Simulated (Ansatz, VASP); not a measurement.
## CaSe: VASP beside Ansatz

INCAR

```
SYSTEM = CaSe
PREC = Accurate
ENCUT = 400
EDIFF = 1E-8
ISMEAR = -1
SIGMA = 0.02
LREAL = .FALSE.
LASPH = .TRUE.
NELM = 120
ALGO = Normal
ISIF = 2
LWAVE = .FALSE.
LCHARG = .FALSE.
GGA = CA
LEFG = .TRUE.
NBANDS = 15
GGA_COMPAT = .FALSE.
```

Contents of KPOINTS:

```
regular mesh
0
G
  7 7 7
  0 0 0
```

POSCAR

```
CaSe
1.0
    0.0000000000      2.9560000000      2.9560000000
    2.9560000000      0.0000000000      2.9560000000
    2.9560000000      2.9560000000      0.0000000000
Ca Se
1 1
Direct
    0.0000000000      0.0000000000      0.0000000000
    0.5000000000      0.5000000000      0.5000000000
```

Input for Ansatz:

```yaml
crystal:
  lattice:
    - [0.0, 2.956, 2.956]
    - [2.956, 0.0, 2.956]
    - [2.956, 2.956, 0.0]
  atoms:
    - { symbol: Ca, position: [0.0, 0.0, 0.0] }
    - { symbol: Se, position: [0.5, 0.5, 0.5] }
kpoints:
  mp_grid: { grid: [7, 7, 7] }
  band_path:
    path:
      - [0.0, 0.0, 0.0]
      - [0.5, 0.0, 0.5]
      - [0.625, 0.25, 0.625]
      - [0.375, 0.375, 0.75]
      - [0.0, 0.0, 0.0]
      - [0.5, 0.5, 0.5]
      - [0.5, 0.25, 0.75]
      - [0.5, 0.0, 0.5]
    npoints: 5
scf:
  occupations: { method: fermi_dirac, width: 0.02 }
hamiltonian:
  xc: lda
  pseudopotentials: { kind: paw }
output:
  forces: true
  stress: true
  eigenvalues: true
  efg: { contact_densities: true }
  write_density: true
  write_potential: true
  elf: true
  volumetric_format: npy
```

Alike in both runs: task electric field gradients; functional LDA; k mesh 7 × 7 × 7; occupations fermi-dirac, width 0.02 eV; no spin polarisation.

```csv
,VASP,Ansatz
version,VASP 6.6.1,Ansatz 0.2.0
potentials or method,"VASP PAW LDA potentials, release 64 (Ca_sv, Se)","PAW with Ansatz's default frozen-core files, scalar-relativistic"
plane-wave cutoff (eV),400,420
valence electrons in the cell,16,26
```

Ansatz gave:

* gap on the k mesh at the Fermi level (eV): 1.94
* pressure (GPa): -3.1

**Question.** Estimate VASP's values.

**Answer.** gap on the k mesh at the Fermi level (eV): 1.92; pressure (GPa): -2.9.

LDA's correlation is that of Perdew and Zunger in VASP and of Perdew and Wang (1992) in Ansatz. VASP's potentials hold 16 valence electrons a cell and Ansatz's 26, so a difference there can come from the potentials and not from the codes.
